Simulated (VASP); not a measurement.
A run of VASP 6.6.1:

The input INCAR:

```
PREC     = Accurate       # precision mode
ENCUT    = 520            # plane-wave cutoff, eV
EDIFF    = 1E-6           # SCF threshold, eV
ISMEAR   = 0              # smearing method
SIGMA    = 0.05           # smearing width, eV
LREAL    = False          # projectors in reciprocal space
LASPH    = True           # aspherical terms in the spheres
NELM     = 100            # most SCF steps
ALGO     = Normal         # electronic algorithm
ISIF     = 2              # what is computed and relaxed
LWAVE    = False          # write WAVECAR
LCHARG   = False          # write CHGCAR
GGA      = PS             # functional
NBANDS   = 19             # bands
```

Contents of KPOINTS:

```
regular mesh
0
Gamma
  8 8 8
```

File POSCAR:

```
HfSi3
1.0
    3.9735079819      0.0000000000      0.0000000000
    0.0000000000      3.9735079819      0.0000000000
    0.0000000000      0.0000000000      3.9735079819
Hf Si
1 3
Direct
    0.0000000000      0.0000000000      0.0000000000
    0.0000000000      0.5000000000      0.5000000000
    0.5000000000      0.5000000000      0.0000000000
    0.5000000000      0.0000000000      0.5000000000
```

Potentials or basis: VASP PAW PBE potentials, release 64 (Hf_pv, Si).

Run with:

```sh
$ cat potpaw_PBE.64/Hf_pv/POTCAR potpaw_PBE.64/Si/POTCAR > POTCAR
$ mpirun -np 1 vasp_std > vasp.out
```

Hardware: 1 thread of AMD EPYC 9R45 96-Core Processor (Zen 5), on a shared host.

Question: How long does it take, and how much memory?

Answer: Run time: 16 s on 1 thread of AMD EPYC 9R45 96-Core Processor (Zen 5) (shared host), peak memory 0.16 GiB. Counts: scf iterations 12, k points 35.
